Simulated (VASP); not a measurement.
# AlRu in VASP: further runs, part 2 of 3

VASP 6.6.1. Earlier steps stand in the parts before.

## 3. Single point, r2SCAN (strain +0.050 along x and y, +0.050 along z)

Contents of POSCAR:

```
AlRu
1.0
    3.1411800000      0.0000000000      0.0000000000
    0.0000000000      3.1411800000      0.0000000000
    0.0000000000      0.0000000000      3.1411800000
Al Ru
1 1
Direct
    0.0000000000      0.0000000000      0.0000000000
    0.5000000000      0.5000000000      0.5000000000
```

Contents of INCAR.step1:

```
PREC     = Accurate       # precision mode
ENCUT    = 520            # plane-wave cutoff, eV
ISMEAR   = 0              # smearing method
SIGMA    = 0.15           # smearing width, eV
LREAL    = False          # projectors in reciprocal space
LASPH    = True           # aspherical terms in the spheres
NELM     = 60             # most SCF steps
NBANDS   = 16             # bands
GGA      = PE             # functional
ALGO     = Normal         # electronic algorithm
EDIFF    = 1E-4           # SCF threshold, eV
LWAVE    = True           # write WAVECAR
LCHARG   = False          # write CHGCAR
```

Contents of INCAR.step2:

```
PREC     = Accurate       # precision mode
ENCUT    = 520            # plane-wave cutoff, eV
EDIFF    = 1E-6           # SCF threshold, eV
ISMEAR   = 0              # smearing method
SIGMA    = 0.15           # smearing width, eV
LREAL    = False          # projectors in reciprocal space
LASPH    = True           # aspherical terms in the spheres
NELM     = 60             # most SCF steps
ALGO     = Normal         # electronic algorithm
ISIF     = 2              # what is computed and relaxed
LWAVE    = False          # write WAVECAR
LCHARG   = False          # write CHGCAR
METAGGA  = R2SCAN         # meta-GGA
LMIXTAU  = True         
NBANDS   = 16             # bands
ISTART   = 1
```

Contents of KPOINTS:

```
Automatic mesh
0
Gamma
  16 16 16
```

Potentials or basis: VASP PAW PBE potentials, release 64 (Al, Ru_pv).

Started as:

```console
$ cat potpaw_PBE.64/Al/POTCAR potpaw_PBE.64/Ru_pv/POTCAR > POTCAR
$ cp INCAR.step1 INCAR
$ mpirun -np 1 vasp_std > vasp.out
$ cp INCAR.step2 INCAR
$ mpirun -np 1 vasp_std > vasp.out
```

OUTCAR:

```text
PREC = Accurate
   ENCUT = 520
   EDIFF = 1E-6
   ISMEAR = 0
   LREAL = False
   LASPH = True
   NELM = 60
   ISIF = 2
   METAGGA = R2SCAN
   ISTART = 1

 ion  position               nearest neighbor table
   1  0.000  0.000  0.000-   2 2.72   2 2.72   2 2.72   2 2.72   2 2.72   2 2.72   2 2.72   2 2.72

   2  0.500  0.500  0.500-   1 2.72   1 2.72   1 2.72   1 2.72   1 2.72   1 2.72   1 2.72   1 2.72

  LATTYP: Found a simple cubic cell.
 ALAT       =     3.1411800000

  Lattice vectors:

 A1 = (   3.1411800000,   0.0000000000,   0.0000000000)
 A2 = (   0.0000000000,   3.1411800000,   0.0000000000)
 A3 = (   0.0000000000,   0.0000000000,   3.1411800000)

Analysis of symmetry for initial positions (statically):
=====================================================================
 Subroutine PRICEL returns:
 Original cell was already a primitive cell.

 Routine SETGRP: Setting up the symmetry group for a
 simple cubic supercell.

 Subroutine GETGRP returns: Found 48 space group operations
 (whereof 48 operations were pure point group operations)
 out of a pool of 48 trial point group operations.

The static configuration has the point symmetry O_h .
[... 161 lines left out ...]

 E-fermi :   8.6468     XC(G=0): -12.8167

 val. band max:        8.6461563319   @ k =   0.1250   0.0625   0.0625
 cond. band min:       8.6536521115   @ k =   0.3750   0.3750   0.2500
 fundamental gap:      0.0074957796
 Fermi energy:         8.6467785762

 k-point     1 :       0.0000    0.0000    0.0000
  band No.  band energies     occupation
      1     -34.4013      2.00000
      2     -34.4013      2.00000
      3     -34.4013      2.00000
      4      -0.6826      2.00000
      5       5.7201      2.00000
      6       5.7201      2.00000
[... 433 lines left out ...]
      3     -34.3883      2.00000
      4       3.2174      2.00000
      5       3.4898      2.00000
      6       6.5627      2.00000
[... 8 lines left out ...]
     15      20.1078      0.00000
     16      20.2041      0.00000

 [... further k-points ...]

------------------------ aborting loop because EDIFF is reached ----------------------------------------

  FORCE on cell =-STRESS in cart. coord.  units (eV):
  Direction    XX          YY          ZZ          XY          YZ          ZX
  --------------------------------------------------------------------------------------
  -------------------------------------------------------------------------------------
  Total       -4.7272149     -4.7272149     -4.7272149      0.0000000     -0.0000000      0.0000000
  in kB     -244.3641314   -244.3641314   -244.3641314      0.0000000     -0.0000000      0.0000000
  external PRESSURE =    -244.3641314 kB  Pullay stress =       0.0000000 kB

 VOLUME and BASIS-vectors are now :
 -----------------------------------------------------------------------------
  energy-cutoff  :      520.00
  volume of cell :       30.99
      direct lattice vectors                 reciprocal lattice vectors
     3.141180000  0.000000000  0.000000000     0.318351702  0.000000000  0.000000000
     0.000000000  3.141180000  0.000000000     0.000000000  0.318351702  0.000000000
     0.000000000  0.000000000  3.141180000     0.000000000  0.000000000  0.318351702

 POSITION                                       TOTAL-FORCE (eV/Angst)
 -----------------------------------------------------------------------------------
      0.00000      0.00000      0.00000         0.000000      0.000000      0.000000
      1.57059      1.57059      1.57059         0.000000      0.000000      0.000000
 -----------------------------------------------------------------------------------
    total drift:                                0.000000     -0.000000     -0.000000

  FREE ENERGIE OF THE ION-ELECTRON SYSTEM (eV)
  ---------------------------------------------------
  free  energy   TOTEN  =       -33.2297815758 eV

  energy  without entropy=      -33.2082431397  energy(sigma->0) =      -33.21901236
```

OUTCAR.step1:

```text
PREC = Accurate
   ENCUT = 520
   ISMEAR = 0
   LREAL = False
   LASPH = True
[... 679 lines left out ...]
      0.00000      0.00000      0.00000         0.000000      0.000000      0.000000
      1.57059      1.57059      1.57059         0.000000      0.000000      0.000000
 -----------------------------------------------------------------------------------
    total drift:                                0.000000     -0.000000     -0.000000

  FREE ENERGIE OF THE ION-ELECTRON SYSTEM (eV)
  ---------------------------------------------------
  free  energy   TOTEN  =       -13.9910502586 eV

  energy  without entropy=      -13.9679213963  energy(sigma->0) =      -13.97948583
```

Run time: 53 s. Hardware: 1 thread of Intel Xeon 6975P-C (Granite Rapids), shared host; peak memory 0.2 GiB.

What came out:

```yaml
Free_energy: -33.2298 eV
Pressure: -24.4 GPa
Band_gap_on_the_k_mesh: zero (an odd number of electrons rules out a gap without spin polarisation)
```

Levels at points of the mesh, in eV from the Fermi level:
```tsv
k point	band 7	band 8	band 9	band 10	band 11	band 12
(0.00, 0.00, 0.00)	0.11	0.11	0.11	5.80	5.80	5.80
(0.50, 0.00, 0.00)	-1.41	-1.41	0.32	2.00	7.77	10.26
(0.50, 0.50, 0.00)	-1.37	-1.00	-1.00	1.38	4.72	5.30
(0.50, 0.50, 0.50)	1.45	1.45	2.27	3.99	3.99	3.99
```

Caveat: the cell differs from its parent crystal (strain +0.050 along x and y, +0.050 along z); the cell stands under tension; the PAW data sets were made with another functional, which shifts forces and pressure a little.

## 4. Single point, r2SCAN (strain -0.050 along x and y, -0.025 along z)

Contents of POSCAR:

```
AlRu
1.0
    2.8420200000      0.0000000000      0.0000000000
    0.0000000000      2.8420200000      0.0000000000
    0.0000000000      0.0000000000      2.9168100000
Al Ru
1 1
Direct
    0.0000000000      0.0000000000      0.0000000000
    0.5000000000      0.5000000000      0.5000000000
```

Contents of INCAR.step1:

```
SYSTEM = AlRu
PREC = Accurate
ENCUT = 520
ISMEAR = 0
SIGMA = 0.15
LREAL = .FALSE.
LASPH = .TRUE.
NELM = 60
NBANDS = 16
GGA = PE
ALGO = Normal
EDIFF = 1E-4
LWAVE = .TRUE.
LCHARG = .FALSE.
```

Contents of INCAR.step2:

```
SYSTEM = AlRu
PREC = Accurate
ENCUT = 520
EDIFF = 1E-7
ISMEAR = 0
SIGMA = 0.15
LREAL = .FALSE.
LASPH = .TRUE.
NELM = 60
ALGO = Normal
ISIF = 2
LWAVE = .FALSE.
LCHARG = .FALSE.
METAGGA = R2SCAN
LMIXTAU = .TRUE.
NBANDS = 16
ISTART = 1
```

Contents of KPOINTS:

```
regular mesh
0
G
  16 16 16
  0 0 0
```

Potentials or basis: VASP PAW PBE potentials, release 64 (Al, Ru_pv).

Started as:

```console
$ cat potpaw_PBE.64/Al/POTCAR potpaw_PBE.64/Ru_pv/POTCAR > POTCAR
$ cp INCAR.step1 INCAR
$ mpirun -np 1 vasp_std > vasp.out
$ cp INCAR.step2 INCAR
$ mpirun -np 1 vasp_std > vasp.out
```

OUTCAR:

```text
SYSTEM = AlRu
   PREC = Accurate
   ENCUT = 520
   EDIFF = 1E-7
   ISMEAR = 0
   LREAL = .FALSE.
   LASPH = .TRUE.
   NELM = 60
   ISIF = 2
   METAGGA = R2SCAN
   ISTART = 1

 ion  position               nearest neighbor table
   1  0.000  0.000  0.000-   2 2.48   2 2.48   2 2.48   2 2.48   2 2.48   2 2.48   2 2.48   2 2.48

   2  0.500  0.500  0.500-   1 2.48   1 2.48   1 2.48   1 2.48   1 2.48   1 2.48   1 2.48   1 2.48

  LATTYP: Found a simple tetragonal cell.
 ALAT       =     2.8420200000
 C/A-ratio  =     1.0263157895

  Lattice vectors:

 A1 = (   2.8420200000,   0.0000000000,   0.0000000000)
 A2 = (   0.0000000000,   2.8420200000,   0.0000000000)
 A3 = (   0.0000000000,   0.0000000000,   2.9168100000)

Analysis of symmetry for initial positions (statically):
=====================================================================
 Subroutine PRICEL returns:
 Original cell was already a primitive cell.

 Routine SETGRP: Setting up the symmetry group for a
 simple tetragonal supercell.

 Subroutine GETGRP returns: Found 16 space group operations
 (whereof 16 operations were pure point group operations)
 out of a pool of 16 trial point group operations.

[... 163 lines left out ...]
 E-fermi :  12.5120     XC(G=0): -14.3467

 val. band max:       12.5112282709   @ k =   0.4375   0.4375   0.1250
 cond. band min:      12.5175130934   @ k =   0.1875   0.0625   0.0625
 fundamental gap:      0.0062848226
 Fermi energy:        12.5119580298

 k-point     1 :       0.0000    0.0000    0.0000
  band No.  band energies     occupation
      1     -30.6572      2.00000
      2     -30.6092      2.00000
      3     -30.6092      2.00000
      4       1.5330      2.00000
      5       7.9933      2.00000
      6       8.0111      2.00000
[... 433 lines left out ...]
      3     -30.6154      2.00000
      4       6.0601      2.00000
      5       6.5173      2.00000
      6       9.3303      2.00000
[... 8 lines left out ...]
     15      26.3713      0.00000
     16      27.0882      0.00000

 [... further k-points ...]

------------------------ aborting loop because EDIFF is reached ----------------------------------------

  FORCE on cell =-STRESS in cart. coord.  units (eV):
  Direction    XX          YY          ZZ          XY          YZ          ZX
  --------------------------------------------------------------------------------------
  -------------------------------------------------------------------------------------
  Total        5.4004874      5.4004874      4.4212929      0.0000000      0.0000000      0.0000000
  in kB      367.2663492    367.2663492    300.6751055      0.0000000      0.0000000      0.0000000
  external PRESSURE =     345.0692679 kB  Pullay stress =       0.0000000 kB

 VOLUME and BASIS-vectors are now :
 -----------------------------------------------------------------------------
  energy-cutoff  :      520.00
  volume of cell :       23.56
      direct lattice vectors                 reciprocal lattice vectors
     2.842020000  0.000000000  0.000000000     0.351862408  0.000000000  0.000000000
     0.000000000  2.842020000  0.000000000     0.000000000  0.351862408  0.000000000
     0.000000000  0.000000000  2.916810000     0.000000000  0.000000000  0.342840295

 POSITION                                       TOTAL-FORCE (eV/Angst)
 -----------------------------------------------------------------------------------
      0.00000      0.00000      0.00000         0.000000      0.000000      0.000000
      1.42101      1.42101      1.45840         0.000000      0.000000      0.000000
 -----------------------------------------------------------------------------------
    total drift:                                0.000000     -0.000000     -0.000000

  FREE ENERGIE OF THE ION-ELECTRON SYSTEM (eV)
  ---------------------------------------------------
  free  energy   TOTEN  =       -33.3202601865 eV

  energy  without entropy=      -33.3052074236  energy(sigma->0) =      -33.31273381
```

Wall time 2.3 min (1 thread of Intel Xeon 6975P-C (Granite Rapids), shared host); peak memory 0.26 GiB.

Results:

```yaml
Free_energy: -33.3203 eV
Pressure: 34.5 GPa
Band_gap_on_the_k_mesh: zero (an odd number of electrons rules out a gap without spin polarisation)
```

Caveat: the cell differs from its parent crystal (strain -0.050 along x and y, -0.025 along z); the stress differs along the axes, from 30 to 37 GPa; the PAW data sets were made with another functional, which shifts forces and pressure a little.

## 5. Single point, r2SCAN (strain -0.050 along x and y, +0.000 along z)

POSCAR, as its differences from that of step 4:

```diff
@@ -4,3 +4,3 @@
     0.0000000000      2.8420200000      0.0000000000
-    0.0000000000      0.0000000000      2.9168100000
+    0.0000000000      0.0000000000      2.9916000000
 Al Ru
```

Contents of INCAR.step1:

```
ALGO = Normal
EDIFF = 1E-4
ENCUT = 520
GGA = PE
ISMEAR = 0
LASPH = True
LCHARG = False
LREAL = False
LWAVE = True
NBANDS = 16
NELM = 100
PREC = Accurate
SIGMA = 0.15
```

Contents of INCAR.step2:

```
ALGO = Normal
EDIFF = 1E-7
ENCUT = 520
ISIF = 2
ISMEAR = 0
ISTART = 1
LASPH = True
LCHARG = False
LMIXTAU = True
LREAL = False
LWAVE = False
METAGGA = R2SCAN
NBANDS = 16
NELM = 100
PREC = Accurate
SIGMA = 0.15
```

Contents of KPOINTS:

```
k-points
0
Gamma
  16 16 16
```

Started as:

```console
$ cat potpaw_PBE.64/Al/POTCAR potpaw_PBE.64/Ru_pv/POTCAR > POTCAR
$ cp INCAR.step1 INCAR
$ mpirun -np 1 vasp_std > vasp.out
$ cp INCAR.step2 INCAR
$ mpirun -np 1 vasp_std > vasp.out
```

Run time: 2.3 min. Hardware: 1 thread of Intel Xeon 6975P-C (Granite Rapids), shared host; peak memory 0.27 GiB.

Results (log left out):

```yaml
Free_energy: -33.4107 eV
Pressure: 26.0 GPa
Band_gap_on_the_k_mesh: zero (an odd number of electrons rules out a gap without spin polarisation)
```

Stress tensor (GPa, compression positive):
```
30.04  0.00  0.00
 0.00 30.04  0.00
 0.00  0.00 18.03
```

Levels at points of the mesh, in eV from the Fermi level:
```
           k point  band 6  band 7  band 8  band 9  band 10  band 11  band 12  band 13
(0.00, 0.00, 0.00)   -4.34    0.06    0.06    0.45     5.88     7.63     7.63    10.46
(0.50, 0.00, 0.00)   -3.26   -2.45   -1.74    0.42     3.25     7.55    10.46    11.19
(0.50, 0.50, 0.00)   -1.88   -1.88   -1.34   -1.34     2.23     6.89     8.16    10.46
(0.00, 0.00, 0.50)   -3.50   -1.71   -1.71    0.69     2.22     7.68    10.46    12.65
(0.50, 0.00, 0.50)   -1.87   -1.46   -1.39   -1.22     1.80     6.19     7.69    10.46
(0.50, 0.50, 0.50)   -5.54    1.87    2.32    3.84     4.29     4.74     4.74     9.68
```

Caveat: the cell differs from its parent crystal (strain -0.050 along x and y, +0.000 along z); the stress differs along the axes, from 18 to 30 GPa; the PAW data sets were made with another functional, which shifts forces and pressure a little.

(Continued in part 3 of 3.)
